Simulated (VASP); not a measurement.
# Re (Fm-3m) in VASP: settings compared

Re is run at these levels: PBE, HSE06; tasks: single point.

All numbers are computed with VASP 6.6.1; they aren't measurements. Logs are shortened: lines on timing, memory, paths and dates and some standing lists are left out, and cuts for length are marked.

## 1. The cell of the first run

The structure is cubic, space group Fm-3m (No. 225). Conventional cell: a = 3.889 Å, b = 3.889 Å, c = 3.889 Å, α = 90.00°, β = 90.00°, γ = 90.00°. Within 3.6 Å of Re (site symmetry m-3m) lie 12 Re at 2.75 Å.

## 2. Single point, PBE

The input, INCAR:

```
SYSTEM = Re
  ALGO = Normal
  EDIFF = 1E-6
  ENCUT = 520
  GGA = PE
  ISIF = 2
  ISMEAR = 0
  LASPH = .True.
  LCHARG = .False.
  LREAL = .False.
  LWAVE = .False.
  NBANDS = 10
  NELM = 100
  PREC = Accurate
  SIGMA = 0.05
```

The input, KPOINTS:

```
k-points
0
Gamma
  8 8 8
  0 0 0
```

The input, POSCAR:

```
Re
1.0
    0.0000000000      1.9444197246      1.9444197246
    1.9444197246      0.0000000000      1.9444197246
    1.9444197246      1.9444197246      0.0000000000
Re
1
Direct
    0.0000000000      0.0000000000      0.0000000000
```

Potentials or basis: VASP PAW PBE potentials, release 64 (Re).

Started as:

```console
$ cat potpaw_PBE.64/Re/POTCAR > POTCAR
$ mpirun -np 1 vasp_std > vasp.out
```

OUTCAR:

```text
SYSTEM = Re
   EDIFF = 1E-6
   ENCUT = 520
   GGA = PE
   ISIF = 2
   ISMEAR = 0
   LASPH = .True.
   LREAL = .False.
   NELM = 100
   PREC = Accurate

 ion  position               nearest neighbor table
   1  0.000  0.000  0.000-

  LATTYP: Found a face centered cubic cell.
 ALAT       =     3.8888394492

  Lattice vectors:

 A1 = (   0.0000000000,   1.9444197246,   1.9444197246)
 A2 = (   1.9444197246,   0.0000000000,   1.9444197246)
 A3 = (   1.9444197246,   1.9444197246,   0.0000000000)

Analysis of symmetry for initial positions (statically):
=====================================================================
 Subroutine PRICEL returns:
 Original cell was already a primitive cell.

 Routine SETGRP: Setting up the symmetry group for a
 face centered cubic supercell.

 Subroutine GETGRP returns: Found 48 space group operations
 (whereof 48 operations were pure point group operations)
 out of a pool of 48 trial point group operations.

The static configuration has the point symmetry O_h .

Analysis of symmetry for dynamics (positions and initial velocities):
=====================================================================
 Subroutine PRICEL returns:
 Original cell was already a primitive cell.

 Routine SETGRP: Setting up the symmetry group for a
 face centered cubic supercell.

 Subroutine GETGRP returns: Found 48 space group operations
 (whereof 48 operations were pure point group operations)
 out of a pool of 48 trial point group operations.

The dynamic configuration has the point symmetry O_h .

 Subroutine INISYM returns: Found 48 space group operations
 (whereof 48 operations are pure point group operations),
 and found     1 'primitive' translations

----------------------------------------------------------------------------------------

                                     Primitive cell

  volume of cell :      14.7028

  direct lattice vectors                    reciprocal lattice vectors
     0.000000000  1.944419725  1.944419725    -0.257146126  0.257146126  0.257146126
     1.944419725  0.000000000  1.944419725     0.257146126 -0.257146126  0.257146126
     1.944419725  1.944419725  0.000000000     0.257146126  0.257146126 -0.257146126

  length of vectors
     2.749824745  2.749824745  2.749824745     0.445390156  0.445390156  0.445390156

  position of ions in fractional coordinates (direct lattice)
     0.000000000  0.000000000  0.000000000

  ion indices of the primitive-cell ions
   primitive index   ion index
                 1           1

----------------------------------------------------------------------------------------

 KPOINTS: k-points

Automatic generation of k-mesh.
 Grid dimensions read from file:
 generate k-points for:    8    8    8

 Generating k-lattice:

  Cartesian coordinates                     Fractional coordinates (reciprocal lattice)
    -0.032143266  0.032143266  0.032143266     0.125000000  0.000000000  0.000000000
     0.032143266 -0.032143266  0.032143266     0.000000000  0.125000000  0.000000000
     0.032143266  0.032143266 -0.032143266     0.000000000  0.000000000  0.125000000

  Length of vectors
     0.055673769  0.055673769  0.055673769

  Shift w.r.t. Gamma in fractional coordinates (k-lattice)
     0.000000000  0.000000000  0.000000000

 Subroutine IBZKPT returns following result:
 ===========================================

 Found     29 irreducible k-points:

 Following reciprocal coordinates:
            Coordinates               Weight
  0.000000  0.000000  0.000000      1.000000
  0.125000  0.000000  0.000000      8.000000
  0.250000  0.000000  0.000000      8.000000
  0.375000  0.000000  0.000000      8.000000
  0.500000  0.000000  0.000000      4.000000
  0.125000  0.125000  0.000000      6.000000
[... 16 lines left out ...]
  0.500000  0.250000  0.125000     48.000000
 -0.375000  0.250000  0.125000     24.000000
 [... further k-points ...]
   k-points           NKPTS =     29   k-points in BZ     NKDIM =     29   number of bands    NBANDS=     10
   number of dos      NEDOS =    301   number of ions     NIONS =      1
   total plane-waves  NPLWV =   8000
   dimension x,y,z NGX =    20 NGY =   20 NGZ =   20
   dimension x,y,z NGXF=    40 NGYF=   40 NGZF=   40
   ions per type =               1
   NGX,Y,Z   is equivalent  to a cutoff of  12.09, 12.09, 12.09 a.u.
   NGXF,Y,Z  is equivalent  to a cutoff of  24.18, 24.18, 24.18 a.u.
 SYSTEM =  Re
   PREC   = accura    normal or accurate (medium, high low for compatibility)
   ISTART =      0    job   : 0-new  1-cont  2-samecut
   ICHARG =      2    charge: 1-file 2-atom 10-const
   ISPIN  =      1    spin polarized calculation?
   LNONCOLLINEAR =      F non collinear calculations
   LSORBIT =      F    spin-orbit coupling
   LASPH  =      T    aspherical Exc in radial PAW
   ENCUT  =  520.0 eV  38.22 Ry    6.18 a.u.   5.11  5.11  5.11*2*pi/ulx,y,z
   NELM   =    100;   NELMIN=  2; NELMDL= -5     # of ELM steps
   EDIFF  = 0.1E-05   stopping-criterion for ELM
   LREAL  =      F    real-space projection
   EDIFFG = 0.1E-04   stopping-criterion for IOM
   NSW    =      0    number of steps for IOM
   IBRION =     -1    ionic relax: 0-MD 1-quasi-New 2-CG
   NFREE  =      0    steps in history (QN), initial steepest desc. (CG)
   ISIF   =      2    stress and relaxation
   ISYM   =      2    0-nonsym 1-usesym 2-fastsym
   POTIM  = 0.5000    time-step for ionic-motion
   TEBEG  =    0.0;   TEEND  =   0.0 temperature during run
   PSTRESS=    0.0 pullay stress
   NELECT =       7.0000    total number of electrons
   NUPDOWN=      -1.0000    fix difference up-down
   EMIN   =  10.00;   EMAX   =-10.00  energy-range for DOS
   EFERMI =   0.00;   METHOD = LEGACY
   ISMEAR =     0;   SIGMA  =   0.05  broadening in eV -4-tet -1-fermi 0-gaus
   EFERMI_NEDOS =   21; number of points for ismear=-14 and -15
   IALGO  =     38    algorithm
   IMIX   =      4    mixing-type and parameters
     AMIX     =   0.40;   BMIX     =  1.00
     AMIX_MAG =   1.60;   BMIX_MAG =  1.00
  volume/ion in A,a.u.               =      14.70        99.22
  Fermi-wavevector in a.u.,A,eV,Ry     =   1.278324  2.415681 22.233435  1.634111
  Thomas-Fermi vector in A             =   2.410873
   LORBIT       =      0    0 simple, 1 ext, 2 COOP (PROOUT), +10 PAW based schemes
   GGA     = PE    functional components
   LHFCALC =     F    Hartree Fock is set to
   AEXX    =    0.0000 exact exchange contribution
   IVDW    =     0    specifies the selected vdW correction
   LEPSILON=     F    determine dielectric tensor
   LRPA    =     F    only Hartree local field effects (RPA)
 non-spin polarized calculation
 Gauss-broadening in eV      SIGMA  =   0.05
  energy-cutoff  :      520.00
  volume of cell :       14.70
 maximum number of plane-waves:       415
   NGX = 11   NGY = 11   NGZ = 11

 number of electron       7.0000001 magnetization

 Free energy of the ion-electron system (eV)
  ---------------------------------------------------
  ext. energy  EPLUGINS =         0.00000000
  ---------------------------------------------------
  free energy    TOTEN  =       -12.33162705 eV

  energy without entropy =      -12.32917011  energy(sigma->0) =      -12.33039858

 E-fermi :   8.3729     XC(G=0): -13.7317

 val. band max:        7.9936034936   @ k =   0.5000   0.2500   0.1250
 cond. band min:       8.3805755794   @ k =   0.5000   0.2500   0.0000
 fundamental gap:      0.3869720858
 Fermi energy:         8.3728871408

 k-point     1 :       0.0000    0.0000    0.0000
  band No.  band energies     occupation
      1      -1.9781      2.00000
      2       6.2520      2.00000
      3       6.2520      2.00000
      4       6.2520      2.00000
      5       9.4556      0.00000
      6       9.4556      0.00000
      7      22.0537      0.00000
      8      27.7441      0.00000
      9      27.7441      0.00000
     10      27.7441      0.00000

 k-point     2 :       0.1250    0.0000    0.0000
  band No.  band energies     occupation
      1      -1.2751      2.00000
      2       5.8184      2.00000
      3       6.5513      2.00000
      4       6.5513      2.00000
      5       9.2458      0.00000
      6       9.2458      0.00000
      7      23.3338      0.00000
      8      25.2957      0.00000
      9      29.0391      0.00000
     10      29.0391      0.00000

 k-point     3 :       0.2500    0.0000    0.0000
  band No.  band energies     occupation
      1       0.3306      2.00000
      2       5.4189      2.00000
      3       6.7257      2.00000
      4       6.7257      2.00000
      5       9.5991      0.00000
      6       9.5991      0.00000
      7      22.0889      0.00000
      8      25.8545      0.00000
      9      32.3572      0.00000
     10      32.5204      0.00000

 k-point     4 :       0.3750    0.0000    0.0000
  band No.  band energies     occupation
      1       1.2192      2.00000
      2       6.2828      2.00000
      3       6.2828      2.00000
      4       6.8093      2.00000
      5      11.1013      0.00000
      6      11.1013      0.00000
      7      19.7655      0.00000
      8      23.2003      0.00000
      9      30.2672      0.00000
     10      30.2672      0.00000
[... 222 lines left out ...]
 k-point    22 :       0.3750    0.2500    0.1250
  band No.  band energies     occupation
      1       1.7746      2.00000
      2       4.2268      2.00000
      3       5.9540      2.00000
      4       8.5070      0.00015
      5       8.5729      0.00000
      6      11.7163      0.00000
      7      23.4840      0.00000
      8      26.9141      0.00000
      9      27.3210      0.00000
     10      28.7303      0.00000

 k-point    23 :       0.5000    0.2500    0.1250
  band No.  band energies     occupation
      1       2.8193      2.00000
      2       4.6406      2.00000
      3       5.2270      2.00000
      4       7.9936      2.00000
      5      10.5690      0.00000
      6      13.7786      0.00000
      7      20.1182      0.00000
      8      25.1310      0.00000
      9      25.5589      0.00000
     10      30.5664      0.00000

 k-point    24 :      -0.3750    0.2500    0.1250
  band No.  band energies     occupation
      1       2.9186      2.00000
      2       4.3802      2.00000
      3       6.2221      2.00000
      4       7.6376      2.00000
      5      11.5461      0.00000
      6      15.4996      0.00000
      7      17.1493      0.00000
      8      24.6671      0.00000
      9      25.6878      0.00000
     10      28.4400      0.00000

 [... further k-points ...]
[... 5 lines left out ...]
  --------------------------------------------------------------------------------------
  -------------------------------------------------------------------------------------
  Total        0.6080058      0.6080058      0.6080058      0.0000000     -0.0000000      0.0000000
  in kB       66.2549429     66.2549429     66.2549429      0.0000000     -0.0000000      0.0000000
  external PRESSURE =      66.2549429 kB  Pullay stress =       0.0000000 kB

 VOLUME and BASIS-vectors are now :
 -----------------------------------------------------------------------------
  energy-cutoff  :      520.00
  volume of cell :       14.70
      direct lattice vectors                 reciprocal lattice vectors
     0.000000000  1.944419725  1.944419725    -0.257146126  0.257146126  0.257146126
     1.944419725  0.000000000  1.944419725     0.257146126 -0.257146126  0.257146126
     1.944419725  1.944419725  0.000000000     0.257146126  0.257146126 -0.257146126

 POSITION                                       TOTAL-FORCE (eV/Angst)
 -----------------------------------------------------------------------------------
      0.00000      0.00000      0.00000         0.000000      0.000000     -0.000000
 -----------------------------------------------------------------------------------
    total drift:                                0.000000      0.000000     -0.000000

  FREE ENERGIE OF THE ION-ELECTRON SYSTEM (eV)
  ---------------------------------------------------
  free  energy   TOTEN  =       -12.3316270495 eV

  energy  without entropy=      -12.3291701064  energy(sigma->0) =      -12.33039858
```

Run time: 2.7 s. Hardware: 1 thread of Intel Xeon 6975P-C (Granite Rapids), shared host; peak memory 0.12 GiB.

Results:

```yaml
Free_energy: -12.3316 eV
Pressure: 6.6 GPa
```

Caveat: spin-orbit coupling is left out, which moves the levels of the heavy elements.

(Continued in part 2 of 2.)
